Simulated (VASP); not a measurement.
# MgC2 (P4_2/mnm) in VASP: further runs, part 2 of 2

VASP 6.6.1. The steps go on from the part before.

### 3 Relaxation of cell and atoms, PBE

This run uses another cell than the first one, of 12.94 Å³/atom.

Contents of INCAR:

```
SYSTEM = MgC2
PREC = Accurate
ENCUT = 600
EDIFF = 1E-6
ISMEAR = 1
SIGMA = 0.02
LREAL = .False.
LASPH = .True.
NELM = 80
ALGO = Normal
ISIF = 3
LWAVE = .False.
LCHARG = .False.
GGA = PE
IBRION = 2
NSW = 80
EDIFFG = -0.03
```

Contents of KPOINTS:

```
regular mesh
0
Gamma
  6 6 5
  0 0 0
```

Contents of POSCAR:

```
MgC2
1.0
    3.9464691905      0.0000000000      0.0000000000
    0.0000000000      3.9464691905      0.0000000000
    0.0000000000      0.0000000000      4.9861738038
Mg C
2 4
Direct
    0.0000000000      0.0000000000      0.0000000000
    0.5000000000      0.5000000000      0.5000000000
    0.3876958170      0.3876958170      0.0000000000
    0.1123041830      0.8876958170      0.5000000000
    0.6123041830      0.6123041830      0.0000000000
    0.8876958170      0.1123041830      0.5000000000
```

Potentials or basis: VASP PAW PBE potentials, release 64 (Mg, C).

On the command line:

```sh
cat potpaw_PBE.64/Mg/POTCAR potpaw_PBE.64/C/POTCAR > POTCAR
mpirun -np 1 vasp_std > vasp.out
```

OUTCAR:

```text
SYSTEM = MgC2
   PREC = Accurate
   ENCUT = 600
   EDIFF = 1E-6
   ISMEAR = 1
   LREAL = .False.
   LASPH = .True.
   NELM = 80
   ISIF = 3
   GGA = PE
   IBRION = 2
   NSW = 80
   EDIFFG = -0.03

 ion  position               nearest neighbor table
   1  0.000  0.000  0.000-   3 2.16   5 2.16   4 2.57   6 2.57   4 2.57   6 2.57   5 2.86   5 2.86
                             3 2.86   3 2.86
   2  0.500  0.500  0.500-   4 2.16   6 2.16   5 2.57   3 2.57   3 2.57   5 2.57   4 2.86   6 2.86
                             4 2.86   6 2.86
   3  0.388  0.388  0.000-   5 1.25   1 2.16   2 2.57   2 2.57   1 2.86   1 2.86
   4  0.112  0.888  0.500-   6 1.25   2 2.16   1 2.57   1 2.57   2 2.86   2 2.86
   5  0.612  0.612  0.000-   3 1.25   1 2.16   2 2.57   2 2.57   1 2.86   1 2.86
   6  0.888  0.112  0.500-   4 1.25   2 2.16   1 2.57   1 2.57   2 2.86   2 2.86

  LATTYP: Found a simple tetragonal cell.
 ALAT       =     3.9464691905
 C/A-ratio  =     1.2634518510

  Lattice vectors:

 A1 = (   3.9464691905,   0.0000000000,   0.0000000000)
 A2 = (   0.0000000000,   3.9464691905,   0.0000000000)
 A3 = (   0.0000000000,   0.0000000000,   4.9861738038)

Analysis of symmetry for initial positions (statically):
=====================================================================
 Subroutine PRICEL returns:
 Original cell was already a primitive cell.

 Routine SETGRP: Setting up the symmetry group for a
 simple tetragonal supercell.

 Subroutine GETGRP returns: Found 16 space group operations
 (whereof  8 operations were pure point group operations)
 out of a pool of 16 trial point group operations.

The static configuration has the point symmetry D_2h.
 The point group associated with its full space group is D_4h.

Analysis of symmetry for dynamics (positions and initial velocities):
=====================================================================
 Subroutine PRICEL returns:
 Original cell was already a primitive cell.

 Routine SETGRP: Setting up the symmetry group for a
 simple tetragonal supercell.

 Subroutine GETGRP returns: Found 16 space group operations
 (whereof  8 operations were pure point group operations)
 out of a pool of 16 trial point group operations.

The dynamic configuration has the point symmetry D_2h.
 The point group associated with its full space group is D_4h.

 Subroutine INISYM returns: Found 16 space group operations
 (whereof  8 operations are pure point group operations),
 and found     1 'primitive' translations

----------------------------------------------------------------------------------------

                                     Primitive cell

  volume of cell :      77.6578

  direct lattice vectors                    reciprocal lattice vectors
     3.946469190  0.000000000  0.000000000     0.253391057  0.000000000  0.000000000
     0.000000000  3.946469190  0.000000000     0.000000000  0.253391057  0.000000000
     0.000000000  0.000000000  4.986173804     0.000000000  0.000000000  0.200554581

  length of vectors
     3.946469190  3.946469190  4.986173804     0.253391057  0.253391057  0.200554581

  position of ions in fractional coordinates (direct lattice)
     0.000000000  0.000000000  0.000000000
     0.500000000  0.500000000  0.500000000
     0.387695817  0.387695817  0.000000000
     0.112304183  0.887695817  0.500000000
     0.612304183  0.612304183  0.000000000
     0.887695817  0.112304183  0.500000000

  ion indices of the primitive-cell ions
   primitive index   ion index
                 1           1
                 2           2
[... 75 lines left out ...]
   NELM   =     80;   NELMIN=  2; NELMDL= -5     # of ELM steps
   EDIFF  = 0.1E-05   stopping-criterion for ELM
   LREAL  =      F    real-space projection
   EDIFFG = -.3E-01   stopping-criterion for IOM
   NSW    =     80    number of steps for IOM
   IBRION =      2    ionic relax: 0-MD 1-quasi-New 2-CG
   NFREE  =      1    steps in history (QN), initial steepest desc. (CG)
   ISIF   =      3    stress and relaxation
   ISYM   =      2    0-nonsym 1-usesym 2-fastsym
   POTIM  = 0.5000    time-step for ionic-motion
   TEBEG  =    0.0;   TEEND  =   0.0 temperature during run
   PSTRESS=    0.0 pullay stress
   NELECT =      20.0000    total number of electrons
   NUPDOWN=      -1.0000    fix difference up-down
   EMIN   =  10.00;   EMAX   =-10.00  energy-range for DOS
   EFERMI =   0.00;   METHOD = LEGACY
   ISMEAR =     1;   SIGMA  =   0.02  broadening in eV -4-tet -1-fermi 0-gaus
   EFERMI_NEDOS =   21; number of points for ismear=-14 and -15
   IALGO  =     38    algorithm
   IMIX   =      4    mixing-type and parameters
     AMIX     =   0.40;   BMIX     =  1.00
     AMIX_MAG =   1.60;   BMIX_MAG =  1.00
  volume/ion in A,a.u.               =      12.94        87.34
  Fermi-wavevector in a.u.,A,eV,Ry     =   1.041573  1.968288 14.760623  1.084875
  Thomas-Fermi vector in A             =   2.176200
   LORBIT       =      0    0 simple, 1 ext, 2 COOP (PROOUT), +10 PAW based schemes
   GGA     = PE    functional components
   LHFCALC =     F    Hartree Fock is set to
   AEXX    =    0.0000 exact exchange contribution
   IVDW    =     0    specifies the selected vdW correction
   LEPSILON=     F    determine dielectric tensor
   LRPA    =     F    only Hartree local field effects (RPA)
 conjugate gradient relaxation of ions
 non-spin polarized calculation
 Methfessel and Paxton  Order N= 1 SIGMA  =   0.02
  energy-cutoff  :      600.00
  volume of cell :       77.66
 maximum number of plane-waves:      2636
 NGX is ok and might be reduce to    32
   NGX = 15   NGY = 15   NGZ = 19

--------------------------------------- Ionic step        1  -------------------------------------------

 number of electron      20.0000001 magnetization

 Free energy of the ion-electron system (eV)
  ---------------------------------------------------
  ext. energy  EPLUGINS =         0.00000000
  ---------------------------------------------------
  free energy    TOTEN  =       -37.38525524 eV

  energy without entropy =      -37.38528378  energy(sigma->0) =      -37.38526476

------------------------ aborting loop because EDIFF is reached ----------------------------------------

  FORCE on cell =-STRESS in cart. coord.  units (eV):
  Direction    XX          YY          ZZ          XY          YZ          ZX
  --------------------------------------------------------------------------------------
  -------------------------------------------------------------------------------------
  Total       -0.0161624     -0.0161624     -0.1383461      0.0000000      0.0000000      0.0000000
  in kB       -0.3334500     -0.3334500     -2.8542534      0.0000000      0.0000000      0.0000000
  external PRESSURE =      -1.1737178 kB  Pullay stress =       0.0000000 kB
[... 67 lines left out ...]
--------------------------------------- Ionic step        3  -------------------------------------------

 number of electron      20.0000001 magnetization

 Free energy of the ion-electron system (eV)
  ---------------------------------------------------
  ext. energy  EPLUGINS =         0.00000000
  ---------------------------------------------------
  free energy    TOTEN  =       -37.38551267 eV

  energy without entropy =      -37.38554117  energy(sigma->0) =      -37.38552217

 E-fermi :   1.0789     XC(G=0):  -9.5175

 val. band max:        1.0622230939   @ k =   0.5000   0.5000   0.4000
 cond. band min:       3.6950202778   @ k =   0.0000   0.0000   0.0000
 fundamental gap:      2.6327971840
 Fermi energy:         1.0789189240

 k-point     1 :       0.0000    0.0000    0.0000
  band No.  band energies     occupation
      1     -11.7783      2.00000
      2     -10.9038      2.00000
      3      -2.3313      2.00000
      4      -1.9235      2.00000
      5      -1.9235      2.00000
      6      -1.8647      2.00000
      7      -0.2339      2.00000
      8       0.6849      2.00000
      9       0.7476      2.00000
     10       0.7476      2.00000
     11       3.6950      0.00000
     12       6.3438      0.00000
     13       6.7045      0.00000
     14       6.7045      0.00000
[... 377 lines left out ...]
      1     -11.1515      2.00000
      2     -11.1515      2.00000
      3      -3.7527      2.00000
      4      -3.7527      2.00000
      5      -0.4602      2.00000
      6      -0.4602      2.00000
      7      -0.2552      2.00000
      8      -0.2552      2.00000
      9       0.4940      2.00000
     10       0.4940      2.00000
     11       5.2391      0.00000
     12       5.2391      0.00000
     13       7.4869      0.00000
     14       7.4869      0.00000

 [... further k-points ...]

------------------------ aborting loop because EDIFF is reached ----------------------------------------

  FORCE on cell =-STRESS in cart. coord.  units (eV):
  Direction    XX          YY          ZZ          XY          YZ          ZX
  --------------------------------------------------------------------------------------
  -------------------------------------------------------------------------------------
  Total       -0.1626393     -0.1626393     -0.1333908     -0.0000000      0.0000000      0.0000000
  in kB       -3.3560776     -3.3560776     -2.7525314     -0.0000000      0.0000000      0.0000000
  external PRESSURE =      -3.1548955 kB  Pullay stress =       0.0000000 kB
[... 21 lines left out ...]
  FREE ENERGIE OF THE ION-ELECTRON SYSTEM (eV)
  ---------------------------------------------------
  free  energy   TOTEN  =       -37.3855126731 eV

  energy  without entropy=      -37.3855411697  energy(sigma->0) =      -37.38552217

 reached required accuracy - stopping structural energy minimisation
```

Wall time 93 s (1 thread of Intel Xeon 8259CL, shared host); peak memory 0.22 GiB.

Results:

* Free energy: -37.3855 eV
* Relaxed volume: 12.94 Å³/atom
* Relaxed cell: a = 3.946 Å, b = 3.946 Å, c = 4.985 Å, α = 90.00°, β = 90.00°, γ = 90.00°
* Space group after relaxing (to 0.1 Å): P4_2/mnm (No. 136)
* Energy gained by relaxing: 0.0 meV/atom
* Ionic steps: 3
* Pressure after relaxing: -0.3 GPa
* Largest force after relaxing: 0.004 eV/Å
* Band gap on the k mesh: 2.63 eV (least direct gap 2.95 eV)

Forces in eV/Å, atoms in the order of the input:
```
Mg   0.000  0.000  0.000
Mg   0.000  0.000  0.000
C    0.003  0.003  0.000
C   -0.003  0.003  0.000
C   -0.003 -0.003  0.000
C    0.003 -0.003  0.000
```

The path:
| step | energy change (eV) | largest force (eV/Å) | pressure (GPa) | volume (Å³) |
| --- | --- | --- | --- | --- |
| 1 | 0.0000 | 0.1370 | -0.12 | 77.66 |
| 2 | 0.0100 | 0.9004 | -1.43 | 77.55 |
| 3 | -0.0003 | 0.0042 | -0.32 | 77.64 |

Final structure:
```cif
data_structure
_symmetry_space_group_name_H-M 'P 1'
_symmetry_Int_Tables_number 1
_cell_length_a 3.9464
_cell_length_b 3.9464
_cell_length_c 4.9854
_cell_angle_alpha 90.000
_cell_angle_beta 90.000
_cell_angle_gamma 90.000
_cell_volume 77.64
loop_
_atom_site_label
_atom_site_type_symbol
_atom_site_fract_x
_atom_site_fract_y
_atom_site_fract_z
_atom_site_occupancy
Mg1 Mg 0.00000 0.00000 0.00000 1
Mg2 Mg 0.50000 0.50000 0.50000 1
C1 C 0.38754 0.38754 0.00000 1
C2 C 0.11246 0.88754 0.50000 1
C3 C 0.61246 0.61246 0.00000 1
C4 C 0.88754 0.11246 0.50000 1
```

Caveat: an odd mesh through Γ misses points on the zone boundary, where band edges can lie.
